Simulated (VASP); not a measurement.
Runs of VASP 6.6.1 on Al. The structure is that of space group I4/mmm (No. 139), or close to it. The cells are those of the table. 

| cell | gap on the mesh (eV) | pressure (GPa) |
| --- | --- | --- |
| a = 2.866, b = 2.866, c = 3.005 Å, angles 58.4, 58.4, 63.2°, 1 atom | none | -5.8 |
| a = 2.935, b = 2.935, c = 3.005 Å, angles 59.2, 59.2, 61.6°, 1 atom | none | (b) |
| a = 2.900, b = 2.900, c = 3.005 Å, angles 58.8, 58.8, 62.4°, 1 atom | none | (a) |
| a = 2.829, b = 2.829, c = 2.934 Å, angles 58.8, 58.8, 62.5°, 1 atom | none | -3.1 |
| a = 2.863, b = 2.863, c = 2.934 Å, angles 59.2, 59.2, 61.6°, 1 atom | none | -5.0 |

Alike in all rows: task single point; level LDA; potentials or basis VASP PAW LDA potentials, release 64 (Al); no spin polarisation; k mesh 20 × 20 × 20; cutoff (eV) 520; smearing gaussian 0.15 eV.

Problem. Fill in the values left out.

Solution. (a) -7.4; (b) -8.6.

Caveats: the cell stands under tension.

A gap of «none» marks levels without a gap at the run's occupations.
